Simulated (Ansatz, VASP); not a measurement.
Two plane-wave programs on H

INCAR

```
PREC = Accurate ; ENCUT = 400
EDIFF = 1E-6 ; ISMEAR = 0
SIGMA = 0.005 ; LREAL = False
LASPH = True ; NELM = 200
ALGO = Normal ; ISIF = 2
LWAVE = False ; LCHARG = False
ISPIN = 2 ; MAGMOM = 1.1
LORBIT = 11 ; GGA = PE
IVDW = 12 ; NBANDS = 10
GGA_COMPAT = False ; NELMDL = -8
```

The input KPOINTS:

```
regular mesh
0
Gamma
  1 1 1
```

File POSCAR:

```
H
1.0
   10.5000000000      0.0000000000      0.0000000000
    0.0000000000     11.0000000000      0.0000000000
    0.0000000000      0.0000000000     11.5000000000
H
1
Direct
    0.5000000000      0.5045454500      0.5000000000
```

Input for Ansatz:

```yaml
crystal:
  lattice:
    - [10.5, 0.0, 0.0]
    - [0.0, 11.0, 0.0]
    - [0.0, 0.0, 11.5]
  atoms:
    - { symbol: H, position: [0.5, 0.50454545, 0.5], spin: 1.1 }
magnetization:
  spin_polarized: true
hamiltonian:
  xc: pbe
  dispersion: d3bj
kpoints:
  mp_grid: { grid: [1, 1, 1] }
scf:
  occupations: { method: gaussian, width: 0.005 }
  max_iter: 140
  lower_state_search: "off"
output:
  forces: true
```

Alike in both runs: task single point; functional PBE; dispersion D3(BJ); k mesh 1 × 1 × 1; occupations gaussian, width 0.005 eV; collinear spin.

```csv
,VASP,Ansatz
version,VASP 6.6.1,Ansatz 0.2.0
potentials or method,"VASP PAW PBE potentials, release 64 (H)","scalar-relativistic, plane waves, PAW"
plane-wave cutoff (eV),400,420
valence electrons in the cell,1,1
```

```csv
,VASP,Ansatz,Ansatz less VASP
net moment per atom (μB),1.00,1.00,0.000
size of the moment on the site where the two differ most (μB),0.38,1.00,+0.619
```

Site moments also hang on the region over which each program counts them. Ansatz's warnings: stability check not made.
